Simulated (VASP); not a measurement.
# Ge in VASP: a series of runs, part 2 of 2

VASP 6.6.1. The steps go on from the part before.

### Step 4. Single point, PBEsol (strain -0.050 along x and y, -0.050 along z)

File INCAR:

```
SYSTEM = Ge
PREC = Accurate ; ENCUT = 520
EDIFF = 1E-7 ; ISMEAR = 0
SIGMA = 0.15 ; LREAL = .FALSE.
LASPH = .TRUE. ; NELM = 60
ALGO = Normal ; ISIF = 2
LWAVE = .FALSE. ; LCHARG = .FALSE.
GGA = PS ; NBANDS = 21
```

File KPOINTS:

```
regular mesh
0
G
  14 14 14
  0 0 0
```

File POSCAR:

```
Ge
1.0
    0.0000000000      2.6873315000      2.6873315000
    2.6873315000      0.0000000000      2.6873315000
    2.6873315000      2.6873315000      0.0000000000
Ge
2
Direct
    0.5000000000      0.5000000000      0.5000000000
    0.7500000000      0.7500000000      0.7500000000
```

Potentials or basis: VASP PAW PBE potentials, release 64 (Ge_d).

Command:

```sh
> cat potpaw_PBE.64/Ge_d/POTCAR > POTCAR
> mpirun -np 1 vasp_std > vasp.out
```

OUTCAR:

```text
SYSTEM = Ge
   PREC = Accurate
   ENCUT = 520
   EDIFF = 1E-7
   ISMEAR = 0
   LREAL = .FALSE.
   LASPH = .TRUE.
   NELM = 60
   ISIF = 2
   GGA = PS

 ion  position               nearest neighbor table
   1  0.500  0.500  0.500-   2 2.33   2 2.33   2 2.33   2 2.33
   2  0.750  0.750  0.750-   1 2.33   1 2.33   1 2.33   1 2.33

  LATTYP: Found a face centered cubic cell.
 ALAT       =     5.3746630000

  Lattice vectors:

 A1 = (   0.0000000000,   2.6873315000,   2.6873315000)
 A2 = (   2.6873315000,   0.0000000000,   2.6873315000)
 A3 = (   2.6873315000,   2.6873315000,   0.0000000000)

Analysis of symmetry for initial positions (statically):
=====================================================================
 Subroutine PRICEL returns:
 Original cell was already a primitive cell.

 Routine SETGRP: Setting up the symmetry group for a
 face centered cubic supercell.

 Subroutine GETGRP returns: Found 48 space group operations
 (whereof 24 operations were pure point group operations)
 out of a pool of 48 trial point group operations.

The static configuration has the point symmetry T_d .
[... 152 lines left out ...]

 number of electron      27.9999980 magnetization

 Free energy of the ion-electron system (eV)
  ---------------------------------------------------
  ext. energy  EPLUGINS =         0.00000000
  ---------------------------------------------------
  free energy    TOTEN  =        -9.57722447 eV

  energy without entropy =       -9.57699076  energy(sigma->0) =       -9.57710762

 E-fermi :   6.5938     XC(G=0): -10.8817

 val. band max:        6.4938093280   @ k =   0.0000   0.0000   0.0000
 cond. band min:       6.7336077797   @ k =   0.4286   0.4286   0.0000
 fundamental gap:      0.2397984518
 Fermi energy:         6.5937560047

 k-point     1 :       0.0000    0.0000    0.0000
  band No.  band energies     occupation
      1     -18.5613      2.00000
      2     -18.5613      2.00000
      3     -18.5613      2.00000
      4     -18.5111      2.00000
      5     -18.5111      2.00000
      6     -18.1989      2.00000
[... 565 lines left out ...]
     20      16.2425      0.00000
     21      16.6935      0.00000

 [... further k-points ...]
[... 5 lines left out ...]
  --------------------------------------------------------------------------------------
  -------------------------------------------------------------------------------------
  Total        3.9109860      3.9109860      3.9109860      0.0000000      0.0000000      0.0000000
  in kB      161.4370136    161.4370136    161.4370136      0.0000000      0.0000000      0.0000000
  external PRESSURE =     161.4370136 kB  Pullay stress =       0.0000000 kB

 VOLUME and BASIS-vectors are now :
 -----------------------------------------------------------------------------
  energy-cutoff  :      520.00
  volume of cell :       38.81
      direct lattice vectors                 reciprocal lattice vectors
     0.000000000  2.687331500  2.687331500    -0.186058177  0.186058177  0.186058177
     2.687331500  0.000000000  2.687331500     0.186058177 -0.186058177  0.186058177
     2.687331500  2.687331500  0.000000000     0.186058177  0.186058177 -0.186058177

 POSITION                                       TOTAL-FORCE (eV/Angst)
 -----------------------------------------------------------------------------------
      2.68733      2.68733      2.68733         0.000000      0.000000      0.000000
      4.03100      4.03100      4.03100        -0.000000     -0.000000     -0.000000
 -----------------------------------------------------------------------------------
    total drift:                                0.000000      0.000000      0.000000

  FREE ENERGIE OF THE ION-ELECTRON SYSTEM (eV)
  ---------------------------------------------------
  free  energy   TOTEN  =        -9.5772244735 eV

  energy  without entropy=       -9.5769907644  energy(sigma->0) =       -9.57710762
```

OSZICAR:

```text
N       E                     dE             d eps       ncg     rms          rms(c)
DAV:   1     0.187113979915E+03    0.18711E+03   -0.14143E+04  4944   0.381E+03
DAV:   2     0.163341143274E+02   -0.17078E+03   -0.16499E+03  4398   0.608E+02
DAV:   3    -0.901736570052E+01   -0.25351E+02   -0.25164E+02  4933   0.140E+02
DAV:   4    -0.979878677935E+01   -0.78142E+00   -0.78093E+00  4998   0.291E+01
DAV:   5    -0.981054114402E+01   -0.11754E-01   -0.11754E-01  4928   0.385E+00    0.402E+00
DAV:   6    -0.964985422242E+01    0.16069E+00   -0.48601E-02  4886   0.212E+00    0.228E+00
DAV:   7    -0.957594191934E+01    0.73912E-01   -0.91982E-02  4818   0.250E+00    0.167E-01
DAV:   8    -0.957708611513E+01   -0.11442E-02   -0.71740E-03  5008   0.954E-01    0.584E-02
DAV:   9    -0.957722689870E+01   -0.14078E-03   -0.16134E-04  4793   0.947E-02    0.134E-02
DAV:  10    -0.957722333272E+01    0.35660E-05   -0.10379E-05  5951   0.505E-02    0.532E-03
DAV:  11    -0.957722448753E+01   -0.11548E-05   -0.25192E-06  4668   0.111E-02    0.276E-03
DAV:  12    -0.957722447348E+01    0.14046E-07   -0.11881E-07  4133   0.440E-03
   1 F= -.95772245E+01 E0= -.95771076E+01  d E =-.233709E-03
```

Wall time 70 s (1 thread of Intel Xeon Platinum 8259CL at 2.50GHz (Skylake/Cascade Lake), shared host); peak memory 0.2 GiB.

What came out:

- Free energy: -9.5772 eV
- Pressure: 16.1 GPa
- Band gap on the k mesh: 0.24 eV, indirect (least direct gap 1.47 eV)

Levels at points of the mesh, in eV from the valence-band top:
```tsv
k point	band 11	band 12	band 13	band 14	band 15	band 16	band 17	band 18
(0.00, 0.00, 0.00)	-14.08	0.00	0.00	0.00	1.47	2.58	2.58	2.58
(0.50, 0.00, 0.00)	-11.57	-8.47	-1.67	-1.67	0.64	3.76	3.76	6.98
(0.50, 0.50, 0.00)	-9.56	-9.56	-3.68	-3.68	0.42	0.42	10.82	10.82
```

Caveat: the cell differs from its parent crystal (strain -0.050 along x and y, -0.050 along z); the PAW data sets were made with another functional, which shifts forces and pressure a little. A k mesh can miss the band edges.

### Step 5. Single point, PBEsol (strain -0.025 along x and y, -0.025 along z)

File INCAR:

```
ALGO     = Normal         # electronic algorithm
EDIFF    = 1E-7           # SCF threshold, eV
ENCUT    = 520            # plane-wave cutoff, eV
GGA      = PS             # functional
ISIF     = 2              # what is computed and relaxed
ISMEAR   = 0              # smearing method
LASPH    = T              # aspherical terms in the spheres
LCHARG   = T              # write CHGCAR
LELF     = T              # ELF
LREAL    = F              # projectors in reciprocal space
LVHAR    = T            
LWAVE    = F              # write WAVECAR
NBANDS   = 21             # bands
NELM     = 100            # most SCF steps
PREC     = Accurate       # precision mode
SIGMA    = 0.15           # smearing width, eV
```

File KPOINTS:

```
k-points
0
Gamma
  14 14 14
```

File POSCAR:

```
Ge
1.0
    0.0000000000      2.7580507500      2.7580507500
    2.7580507500      0.0000000000      2.7580507500
    2.7580507500      2.7580507500      0.0000000000
Ge
2
Direct
    0.5000000000      0.5000000000      0.5000000000
    0.7500000000      0.7500000000      0.7500000000
```

Command:

```sh
> cat potpaw_PBE.64/Ge_d/POTCAR > POTCAR
> mpirun -np 1 vasp_std > vasp.out
```

Wall time 97 s (1 thread of Intel Xeon Platinum 8259CL at 2.50GHz (Skylake/Cascade Lake), shared host); peak memory 0.21 GiB.

The run converged. Its results:

```
Free energy            : -9.7993 eV
Pressure               : 7.0 GPa
Band gap on the k mesh : 0.37 eV, indirect (least direct gap 0.71 eV)
```

Levels at points of the mesh, in eV from the valence-band top:
```tsv
k point	band 11	band 12	band 13	band 14	band 15	band 16	band 17	band 18
(0.00, 0.00, 0.00)	-13.41	0.00	0.00	0.00	0.71	2.56	2.56	2.56
(0.50, 0.00, 0.00)	-11.11	-8.01	-1.53	-1.53	0.37	3.74	3.74	6.99
(0.50, 0.50, 0.00)	-9.21	-9.21	-3.37	-3.37	0.56	0.56	10.14	10.14
```

Caveat: the cell differs from its parent crystal (strain -0.025 along x and y, -0.025 along z); the PAW data sets were made with another functional, which shifts forces and pressure a little. A k mesh can miss the band edges.

### Step 6. Summary

```csv
cell,gap on the mesh (eV),pressure (GPa)
"a = 3.851, b = 3.851, c = 3.800 Å, angles 60.4, 60.4, 59.1°, 2 atoms",0.13,12.7
"a = 3.951, b = 3.951, c = 3.900 Å, angles 60.4, 60.4, 59.2°, 2 atoms",0.20,4.6
"a = 3.800 Å, angles 60.0°, 2 atoms",0.24,16.1
"a = 3.900 Å, angles 60.0°, 2 atoms",0.37,7.0
```

Alike in all rows: task single point; level PBEsol; potentials or basis VASP PAW PBE potentials, release 64 (Ge_d); no spin polarisation; k mesh 14 × 14 × 14; cutoff (eV) 520; smearing gaussian 0.15 eV.

Caveats: the PAW data sets were made with another functional, which shifts forces and pressure a little.

Total energies depend on the potentials used, so only differences within one code and one set of settings carry meaning.
